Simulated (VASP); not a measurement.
BN: single point with r2SCAN

The system is BN.

```
B N
1.0
     0.00000    1.80481    1.80481
     1.80481    0.00000    1.80481
     1.80481    1.80481    0.00000
B N
1 1
Direct
  0.05194 0.05194 0.94806
  0.75000 0.75000 0.75000
```

This cell differs from its parent crystal: all B atoms moved +0.188 Å, as atom 1 along Cartesian [0 0 1].

* Program: VASP 6.6.1
* Task: single point
* Functional: r2SCAN
* Potentials or basis: VASP PAW PBE potentials, release 64 (B, N)
* Cutoff: 520 eV
* k mesh: 12 × 12 × 12
* Occupations: gaussian, width 0.05 eV
* Spin: no spin polarisation

* Pressure: 11.3 GPa
* Largest force: 4.246 eV/Å
* Band gap on the k mesh: 3.34 eV, indirect (least direct gap 7.76 eV)

Forces on the atoms (eV/Å):
```
B    0.000  0.000 -4.246
N    0.000  0.000  4.246
```

Stress tensor (GPa, compression positive):
```
12.77 -3.03  0.00
-3.03 12.77  0.00
 0.00  0.00  8.25
```

Levels at points of the mesh, in eV from the valence-band top:
```
           k point  band 1  band 2  band 3  band 4  band 5  band 6  band 7  band 8  band 9
(0.00, 0.00, 0.00)  -22.59   -3.26   -0.92    0.00    7.76    7.82   10.04   10.20   24.67
(0.50, 0.00, 0.00)  -18.38  -12.65   -3.94   -2.00    8.67    8.95   13.46   15.64   22.30
(0.00, 0.00, 0.50)  -18.29  -12.04   -4.87   -2.05    7.43   10.06   12.22   14.47   23.87
(0.50, 0.50, 0.00)  -16.83  -10.56   -7.40   -5.66    3.82    8.73   16.89   19.84   20.08
(0.00, 0.50, 0.50)  -17.00  -10.74   -6.10   -6.07    3.34    7.73   18.84   19.19   20.90
```

Wall time 52 s on 1 thread of Intel(R) Xeon(R) 6975P-C (Granite Rapids) (shared host), peak memory 0.15 GiB.

Caveat: the cell differs from its parent crystal (all B atoms moved +0.188 Å, as atom 1 along Cartesian [0 0 1]); the PAW data sets were made with another functional, which shifts forces and pressure a little. A k mesh can miss the band edges.
